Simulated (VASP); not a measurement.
# HPt4 in VASP: relaxation of the atoms with LDA

Aim: the relaxation of the atoms of HPt4 with LDA.

Everything below comes from runs of VASP 6.6.1. Logs are shortened: lines on timing, memory, paths and dates and some standing lists are left out, and cuts for length are marked.

## (1) The cell of the first run

The cell holds a slab with vacuum, 5 atoms: a = 2.761 Å, b = 2.761 Å, c = 24.188 Å, α = 90.00°, β = 90.00°, γ = 120.00°.

## (2) Relaxation of the atoms, LDA

INCAR reads:

```
SYSTEM = HPt4
PREC = Accurate ; ENCUT = 450
EDIFF = 1E-7 ; ISMEAR = -1
SIGMA = 0.1 ; LREAL = .False.
LASPH = .True. ; NELM = 120
ALGO = Normal ; ISIF = 2
LWAVE = .False. ; LCHARG = .False.
LDIPOL = .True. ; IDIPOL = 3
DIPOL = 0.5 0.5 0.511 ; GGA = CA
IBRION = 2 ; NSW = 45
EDIFFG = -0.05 ; GGA_COMPAT = .False.
NELMIN = 4 ; NELMDL = -8
```

KPOINTS reads:

```
regular mesh
0
Gamma
  7 7 1
  0 0 0
```

POSCAR reads:

```
HPt4
1.0
    2.7606660000      0.0000000000      0.0000000000
   -1.3803330000      2.3908070000      0.0000000000
    0.0000000000      0.0000000000     24.1882010000
Pt H
4 1
Selective dynamics
Direct
    0.6666666667      0.3333333333      0.4194634814  F F F
    0.3333333333      0.6666666667      0.3204041508  F F F
    0.6666666667      0.3333333333      0.6175821426  F F F
    0.3333333333      0.6666666667      0.5185228120  F F F
    1.1666666667      0.3333333333      0.6795958492  T T T
```

Potentials or basis: VASP PAW LDA potentials, release 64 (Pt, H).

Command:

```bash
cat potpaw_LDA.64/Pt/POTCAR potpaw_LDA.64/H/POTCAR > POTCAR
mpirun -np 1 vasp_std > vasp.out
```

OUTCAR:

```text
SYSTEM = HPt4
   PREC = Accurate
   ENCUT = 450
   EDIFF = 1E-7
   ISMEAR = -1
   LREAL = .False.
   LASPH = .True.
   NELM = 120
   ISIF = 2
   GGA = CA
   IBRION = 2
   NSW = 45
   EDIFFG = -0.05
   NELMIN = 4
   NELMDL = -8

 ion  position               nearest neighbor table
   1  0.667  0.333  0.419-   2 2.88   4 2.88   2 2.88   4 2.88   2 2.88   4 2.88
   2  0.333  0.667  0.320-   1 2.88   1 2.88   1 2.88
   3  0.667  0.333  0.618-   5 2.04   5 2.04   4 2.88   4 2.88   4 2.88
   4  0.333  0.667  0.519-   1 2.88   3 2.88   1 2.88   3 2.88   1 2.88   3 2.88
   5  0.167  0.333  0.680-   3 2.04   3 2.04

  LATTYP: Found a hexagonal cell.
 ALAT       =     2.7606660000
 C/A-ratio  =     8.7617266993

  Lattice vectors:

 A1 = (   2.7606660000,   0.0000000000,   0.0000000000)
 A2 = (  -1.3803330000,   2.3908070000,   0.0000000000)
 A3 = (   0.0000000000,   0.0000000000,  24.1882010000)

Analysis of symmetry for initial positions (statically):
=====================================================================
 Subroutine PRICEL returns:
 Original cell was already a primitive cell.

 Routine SETGRP: Setting up the symmetry group for a
 hexagonal supercell.

 Subroutine GETGRP returns: Found  2 space group operations
 (whereof  2 operations were pure point group operations)
 out of a pool of 24 trial point group operations.

The static configuration has the point symmetry C_1h.

Analysis of symmetry for dynamics (positions and initial velocities):
=====================================================================
 Subroutine PRICEL returns:
 Original cell was already a primitive cell.

 Routine SETGRP: Setting up the symmetry group for a
 hexagonal supercell.

 Subroutine GETGRP returns: Found  2 space group operations
 (whereof  2 operations were pure point group operations)
 out of a pool of 24 trial point group operations.

The dynamic configuration has the point symmetry C_1h.

Analysis of constrained symmetry for selective dynamics:
=====================================================================
 Subroutine PRICEL returns:
 Original cell was already a primitive cell.

 Routine SETGRP: Setting up the symmetry group for a
 hexagonal supercell.

 Subroutine GETGRP returns: Found  2 space group operations
 (whereof  2 operations were pure point group operations)
 out of a pool of 24 trial point group operations.

The constrained configuration has the point symmetry C_1h.

 Subroutine INISYM returns: Found  2 space group operations
 (whereof  2 operations are pure point group operations),
 and found     1 'primitive' translations

----------------------------------------------------------------------------------------

                                     Primitive cell

  volume of cell :     159.6474

  direct lattice vectors                    reciprocal lattice vectors
     2.760666000  0.000000000  0.000000000     0.362231433  0.209134405  0.000000000
    -1.380333000  2.390807000  0.000000000     0.000000000  0.418268810  0.000000000
     0.000000000  0.000000000 24.188201000     0.000000000  0.000000000  0.041342471

  length of vectors
     2.760666000  2.760666098 24.188201000     0.418268825  0.418268810  0.041342471

  position of ions in fractional coordinates (direct lattice)
     0.666666667  0.333333333  0.419463481
     0.333333333  0.666666667  0.320404151
     0.666666667  0.333333333  0.617582143
     0.333333333  0.666666667  0.518522812
     0.166666667  0.333333333  0.679595849

  ion indices of the primitive-cell ions
   primitive index   ion index
                 1           1
                 2           2
                 3           3
                 4           4
                 5           5

----------------------------------------------------------------------------------------

 KPOINTS: regular mesh

Automatic generation of k-mesh.
 Grid dimensions read from file:
 generate k-points for:    7    7    1

 Generating k-lattice:

  Cartesian coordinates                     Fractional coordinates (reciprocal lattice)
     0.051747348  0.029876344  0.000000000     0.142857143  0.000000000  0.000000000
     0.000000000  0.059752687  0.000000000     0.000000000  0.142857143  0.000000000
     0.000000000  0.000000000  0.041342471     0.000000000  0.000000000  1.000000000

  Length of vectors
     0.059752689  0.059752687  0.041342471

  Shift w.r.t. Gamma in fractional coordinates (k-lattice)
     0.000000000  0.000000000  0.000000000

 Subroutine IBZKPT returns following result:
 ===========================================

 Found     16 irreducible k-points:

 Following reciprocal coordinates:
            Coordinates               Weight
  0.000000  0.000000  0.000000      1.000000
  0.142857  0.000000  0.000000      4.000000
  0.000000  0.142857  0.000000      2.000000
  0.285714 -0.000000  0.000000      4.000000
  0.000000  0.285714  0.000000      2.000000
  0.428571  0.000000  0.000000      4.000000
[... 8 lines left out ...]
  0.285714  0.285714  0.000000      4.000000
  0.428571  0.285714  0.000000      2.000000
   k-points           NKPTS =     16   k-points in BZ     NKDIM =     16   number of bands    NBANDS=     24
   number of dos      NEDOS =    301   number of ions     NIONS =      5
   total plane-waves  NPLWV =  67200
   dimension x,y,z NGX =    20 NGY =   20 NGZ =  168
   dimension x,y,z NGXF=    40 NGYF=   40 NGZF=  336
   ions per type =               4   1
   NGX,Y,Z   is equivalent  to a cutoff of  12.04, 12.04, 11.55 a.u.
   NGXF,Y,Z  is equivalent  to a cutoff of  24.09, 24.09, 23.09 a.u.
 SYSTEM =  HPt4
   PREC   = accura    normal or accurate (medium, high low for compatibility)
   ISTART =      0    job   : 0-new  1-cont  2-samecut
   ICHARG =      2    charge: 1-file 2-atom 10-const
   ISPIN  =      1    spin polarized calculation?
   LNONCOLLINEAR =      F non collinear calculations
   LSORBIT =      F    spin-orbit coupling
   LASPH  =      T    aspherical Exc in radial PAW
   ENCUT  =  450.0 eV  33.07 Ry    5.75 a.u.   4.78  4.78 41.84*2*pi/ulx,y,z
   NELM   =    120;   NELMIN=  4; NELMDL= -8     # of ELM steps
   EDIFF  = 0.1E-06   stopping-criterion for ELM
   LREAL  =      F    real-space projection
   EDIFFG = -.5E-01   stopping-criterion for IOM
   NSW    =     45    number of steps for IOM
   IBRION =      2    ionic relax: 0-MD 1-quasi-New 2-CG
   NFREE  =      1    steps in history (QN), initial steepest desc. (CG)
   ISIF   =      2    stress and relaxation
   ISYM   =      2    0-nonsym 1-usesym 2-fastsym
   POTIM  = 0.5000    time-step for ionic-motion
   TEBEG  =    0.0;   TEEND  =   0.0 temperature during run
   PSTRESS=    0.0 pullay stress
   NELECT =      41.0000    total number of electrons
   NUPDOWN=      -1.0000    fix difference up-down
   EMIN   =  10.00;   EMAX   =-10.00  energy-range for DOS
   EFERMI =   0.00;   METHOD = LEGACY
   ISMEAR =    -1;   SIGMA  =   0.10  broadening in eV -4-tet -1-fermi 0-gaus
   EFERMI_NEDOS =   21; number of points for ismear=-14 and -15
   IALGO  =     38    algorithm
   IMIX   =      4    mixing-type and parameters
     AMIX     =   0.40;   BMIX     =  1.00
     AMIX_MAG =   1.60;   BMIX_MAG =  1.00
  volume/ion in A,a.u.               =      31.93       215.47
  Fermi-wavevector in a.u.,A,eV,Ry     =   1.040596  1.966441 14.732932  1.082840
  Thomas-Fermi vector in A             =   2.175179
   LORBIT       =      0    0 simple, 1 ext, 2 COOP (PROOUT), +10 PAW based schemes
   GGA     = CA    functional components
   LHFCALC =     F    Hartree Fock is set to
   AEXX    =    0.0000 exact exchange contribution
   IVDW    =     0    specifies the selected vdW correction
   LEPSILON=     F    determine dielectric tensor
   LRPA    =     F    only Hartree local field effects (RPA)
 conjugate gradient relaxation of ions
 non-spin polarized calculation
  energy-cutoff  :      450.00
  volume of cell :      159.65
 maximum number of plane-waves:      3478
   NGX =  9   NGY =  9   NGZ = 83

--------------------------------------- Ionic step        1  -------------------------------------------

 number of electron      40.9999998 magnetization

 Free energy of the ion-electron system (eV)
  ---------------------------------------------------
  ext. energy  EPLUGINS =         0.00000000
  ---------------------------------------------------
  free energy    TOTEN  =       -31.72016200 eV

  energy without entropy =      -31.49537204  energy(sigma->0) =      -31.60776702

------------------------ aborting loop because EDIFF is reached ----------------------------------------

  FORCE on cell =-STRESS in cart. coord.  units (eV):
  Direction    XX          YY          ZZ          XY          YZ          ZX
  --------------------------------------------------------------------------------------
  -------------------------------------------------------------------------------------
  Total       -9.9105174     -7.4980008     -6.7590223      0.0000000      0.2520143      0.0000000
  in kB      -99.4591983    -75.2478526    -67.8316694      0.0000000      2.5291451      0.0000000
  external PRESSURE =     -80.8462401 kB  Pullay stress =       0.0000000 kB
[... 59 lines left out ...]
  FREE ENERGIE OF THE ION-ELECTRON SYSTEM (eV)
  ---------------------------------------------------
  free  energy   TOTEN  =       -31.9253386824 eV

  energy  without entropy=      -31.7006545077  energy(sigma->0) =      -31.81299660

 dipolmoment           0.000000      0.000000      0.046983 electrons x Angstroem

--------------------------------------- Ionic step        3  -------------------------------------------

 number of electron      40.9999999 magnetization

------------------------ aborting loop because EDIFF is reached ----------------------------------------
[... 34 lines left out ...]
--------------------------------------- Ionic step        4  -------------------------------------------

 number of electron      40.9999998 magnetization

 dipolmoment           0.000000      0.000000     -0.024239 electrons x Angstroem

 Free energy of the ion-electron system (eV)
  ---------------------------------------------------
  ext. energy  EPLUGINS =         0.00000000
  ---------------------------------------------------
  free energy    TOTEN  =       -32.24829526 eV

  energy without entropy =      -32.02275641  energy(sigma->0) =      -32.13552584

 E-fermi :   0.7118     XC(G=0):  -6.1693

 val. band max:        0.7012054494   @ k =   0.2857   0.1429   0.0000
 cond. band min:       0.7434181646   @ k =   0.4286   0.1429   0.0000
 fundamental gap:      0.0422127152
 Fermi energy:         0.7118250253

 k-point     1 :       0.0000    0.0000    0.0000
  band No.  band energies     occupation
      1      -9.1370      2.00000
      2      -8.1860      2.00000
      3      -6.9984      2.00000
      4      -6.2938      2.00000
      5      -3.9330      2.00000
      6      -3.3121      2.00000
[... 421 lines left out ...]
     23       4.8757      0.00000
     24       5.7513      0.00000

------------------------ aborting loop because EDIFF is reached ----------------------------------------

 vacuum level on the upper side and lower side of the slab       (xc-potential included)        -0.444         0.204

  FORCE on cell =-STRESS in cart. coord.  units (eV):
  Direction    XX          YY          ZZ          XY          YZ          ZX
  --------------------------------------------------------------------------------------
  -------------------------------------------------------------------------------------
  Total       -7.4890830     -6.8351309     -3.0616824      0.0000000      0.1152289      0.0000000
  in kB      -75.1583563    -68.5954750    -30.7261941      0.0000000      1.1564051      0.0000000
  external PRESSURE =     -58.1600085 kB  Pullay stress =       0.0000000 kB
[... 20 lines left out ...]
  FREE ENERGIE OF THE ION-ELECTRON SYSTEM (eV)
  ---------------------------------------------------
  free  energy   TOTEN  =       -32.2482952577 eV

  energy  without entropy=      -32.0227564144  energy(sigma->0) =      -32.13552584

 reached required accuracy - stopping structural energy minimisation

 vacuum level on the upper side and lower side of the slab         6.041         6.701
```

Run time: 8.5 min. Hardware: 1 thread of Intel Xeon 8259CL, shared host; peak memory 0.23 GiB.

What came out:

* Free energy: -32.2483 eV
* Energy gained by relaxing: 105.6 meV/atom
* Ionic steps: 4

The path:
```
step  energy change (eV)  largest force on free atoms (eV/Å)  pressure (GPa)
   1              0.0000                              2.1364           -8.08
   2             -0.2052                              1.8224           -7.71
   3             -0.5278                              0.0805           -5.92
   4             -0.5281                              0.0399           -5.82
```

Final structure:
```yaml
crystal:
  lattice:
    - [2.76067, 0.00000, 0.00000]
    - [-1.38033, 2.39081, 0.00000]
    - [0.00000, 0.00000, 24.18820]
  atoms:
    - { symbol: Pt, position: [0.66667, 0.33333, 0.41946] }
    - { symbol: Pt, position: [0.33333, 0.66667, 0.32040] }
    - { symbol: Pt, position: [0.66667, 0.33333, 0.61758] }
    - { symbol: Pt, position: [0.33333, 0.66667, 0.51852] }
    - { symbol: H, position: [0.16572, 0.33144, 0.66201] }
```

Caveat: the k points lie up to 0.38 Å⁻¹ apart; the highest band is partly filled, so the run has too few bands; spin-orbit coupling is left out, which moves the levels of the heavy elements.
